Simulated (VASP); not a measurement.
# La: single point with r2SCAN

The system is La.

```
La
1.0
    -2.15152    2.15152    2.15152
     2.15152   -2.15152    2.15152
     2.15152    2.15152   -2.15152
La
1
Direct
  0.00000 0.00000 0.00000
```

This isn't the form of La at room conditions, which is double hcp.

```json
{
 "Program": "VASP 6.6.1",
 "Task": "single point",
 "Functional": "r2SCAN",
 "Potentials or basis": "VASP PAW PBE potentials, release 64 (La)",
 "Cutoff": "520 eV",
 "k mesh": "12 × 12 × 12",
 "Occupations": "fermi-dirac, width 0.05 eV",
 "Spin": "collinear spin",
 "Starting moments": "[0.333] μB"
}
```

```
Pressure                                              : -0.9 GPa
Net moment                                            : 0.50 μB per cell
Site moments                                          : La +0.23 μB
Valence electrons inside the program's atomic spheres : La 8.52
```

Levels at points of the mesh, in eV from the Fermi level:
Spin up:
```csv
k point,band 3,band 4,band 5,band 6,band 7,band 8,band 9,band 10
"(0.00, 0.00, 0.00)",-16.95,-16.95,-3.64,1.36,1.36,1.36,1.59,1.59
"(0.50, 0.00, 0.00)",-17.32,-16.97,-2.03,-0.32,1.50,1.59,1.95,2.17
"(0.50, 0.50, 0.50)",-17.75,-17.75,-2.04,-2.04,1.76,1.91,1.91,1.91
```
Spin down:
```tsv
k point	band 3	band 4	band 5	band 6	band 7	band 8
(0.00, 0.00, 0.00)	-16.78	-16.78	-3.21	1.75	1.75	1.75
(0.50, 0.00, 0.00)	-17.12	-16.80	-1.62	0.23	1.66	1.72
(0.50, 0.50, 0.50)	-17.53	-17.53	-1.83	-1.83	1.92	2.01
```

Run time: 7 min on 1 thread of Oxide Virtual Turin-like Processor, with other jobs on the host, peak memory 0.21 GiB.

Caveat: the PAW data sets were made with another functional, which shifts forces and pressure a little; spin-orbit coupling is left out, which moves the levels of the heavy elements.
